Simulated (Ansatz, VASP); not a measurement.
One calculation of GaN, two programs

INCAR

```
ALGO = Normal ; EDIFF = 1E-8
ENCUT = 520 ; GGA = PS
ISIF = 2 ; ISMEAR = -1
LASPH = T ; LCHARG = F
LEFG = T ; LREAL = F
LWAVE = F ; NBANDS = 16
NELM = 60 ; PREC = Accurate
SIGMA = 0.02
```

File KPOINTS:

```
k-points
0
Gamma
  10 10 10
```

The input POSCAR:

```
GaN
1.0
    0.0000000000      1.9925000000      1.9925000000
    1.9925000000      0.0000000000      1.9925000000
    1.9925000000      1.9925000000      0.0000000000
Ga N
1 1
Direct
    0.5000000000      0.5000000000      0.5000000000
    0.0000000000      0.0000000000      0.0000000000
```

Input for Ansatz:

```yaml
crystal:
  lattice:
    - [0.0, 1.9925, 1.9925]
    - [1.9925, 0.0, 1.9925]
    - [1.9925, 1.9925, 0.0]
  atoms:
    - { symbol: Ga, position: [0.5, 0.5, 0.5] }
    - { symbol: "N", position: [0.0, 0.0, 0.0] }
kpoints:
  mp_grid: { grid: [10, 10, 10] }
  band_path:
    path:
      - [0.0, 0.0, 0.0]
      - [0.5, 0.0, 0.5]
      - [0.625, 0.25, 0.625]
      - [0.375, 0.375, 0.75]
      - [0.0, 0.0, 0.0]
      - [0.5, 0.5, 0.5]
      - [0.5, 0.25, 0.75]
      - [0.5, 0.0, 0.5]
    npoints: 8
scf:
  occupations: { method: fermi_dirac, width: 0.02 }
hamiltonian:
  xc: pbesol
  pseudopotentials: { kind: all_electron, datasets: crystal }
output:
  forces: true
  stress: true
  eigenvalues: true
  efg: { contact_densities: true }
```

Alike in both runs: task electric field gradients; functional PBEsol; k mesh 10 × 10 × 10; occupations fermi-dirac, width 0.02 eV; no spin polarisation.

```csv
,VASP,Ansatz
version,VASP 6.6.1,Ansatz 0.2.0
potentials or method,"VASP PAW PBE potentials, release 64 (Ga_d, N), cutoff 520 eV","all-electron PAW with datasets made for the crystal, scalar-relativistic"
```

VASP gave:

* gap on the k mesh at the Fermi level (eV): 1.73

Q: Which values does Ansatz return?

A: gap on the k mesh at the Fermi level (eV): 1.74.

VASP's potentials were made for PBE, not for PBEsol. Ansatz ran all-electron here, and VASP with PAW potentials.
